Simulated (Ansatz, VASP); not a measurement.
## One calculation of Re, two programs

```
CELL_PARAMETERS angstrom
2.76639 0.00000 0.00000
-1.38319 2.39576 0.00000
0.00000 0.00000 8.93885
ATOMIC_POSITIONS crystal
Re 0.00000 0.00000 0.00000
Re 0.36464 0.72928 0.25000
Re 0.00000 0.00000 0.50000
Re 0.66667 0.33333 0.75000
```

Change from the starting cell: one atom moved.

Alike in both runs: task single point; functional PBE; k mesh 15 × 15 × 4; occupations gaussian, width 0.1 eV; no spin polarisation.

|  | VASP | Ansatz |
| --- | --- | --- |
| version | VASP 6.6.1 | Ansatz 0.2.0 |
| potentials or method | VASP PAW PBE potentials, release 64 (Re), cutoff 520 eV | scalar-relativistic, plane waves, PAW |
| valence electrons in the cell | 28 | 60 |

Ansatz gave:

| Property | Result |
| --- | --- |
| gap on the k mesh at the Fermi level (eV) | none |
| pressure (GPa) | 3.7 |
| traceless stress, the component that is largest in VASP (GPa) | 1.80 |
| rms of the force components (eV/Å) | 0.236 |

Problem. Estimate VASP's values.

Solution. gap on the k mesh at the Fermi level (eV): none; pressure (GPa): 3.3; traceless stress, the component that is largest in VASP (GPa): 1.81; rms of the force components (eV/Å): 0.233.

Atom by atom the forces differ by 0.004 eV/Å (rms over components). A gap of «none» marks a metal or a gap that the smearing closes. With one functional, cell and mesh, what is left measures potentials, basis and numerics. VASP's potentials hold 28 valence electrons a cell and Ansatz's 60, so a difference there can come from the potentials and not from the codes.

Spin-orbit coupling is off throughout.
